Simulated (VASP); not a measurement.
A run of VASP 6.6.1 is set up as follows.

Contents of INCAR:

```
ALGO = Normal
DIPOL = 0.5 0.5 0.293
EDIFF = 1E-7
ENCUT = 520
GGA = PE
IDIPOL = 3
ISIF = 2
ISMEAR = 0
IVDW = 12
LASPH = T
LCHARG = F
LDIPOL = T
LREAL = F
LWAVE = F
NBANDS = 13
NELM = 80
PREC = Accurate
SIGMA = 0.1
```

The input KPOINTS:

```
k-points
0
Gamma
  24 24 1
```

The input POSCAR:

```
S
1.0
    2.3526832939      0.0000000000      0.0000000000
    0.0000000000      2.3526832939      0.0000000000
    0.0000000000      0.0000000000     30.7300000000
S
2
Direct
    0.5000000000      0.5000000000      0.2357550649
    0.5000000000      0.5000000000      0.3499917623
```

Potentials or basis: VASP PAW PBE potentials, release 64 (S).

Launch:

```bash
$ cat potpaw_PBE.64/S/POTCAR > POTCAR
$ mpirun -np 1 vasp_std > vasp.out
```

**Question.** What does it give for the dispersion energy per atom?

**Answer.** -0.226 eV.

**Question.** Estimate the band gap on the k mesh.

**Answer.** Zero (bands 6 and 7 overlap by 6.06 eV).
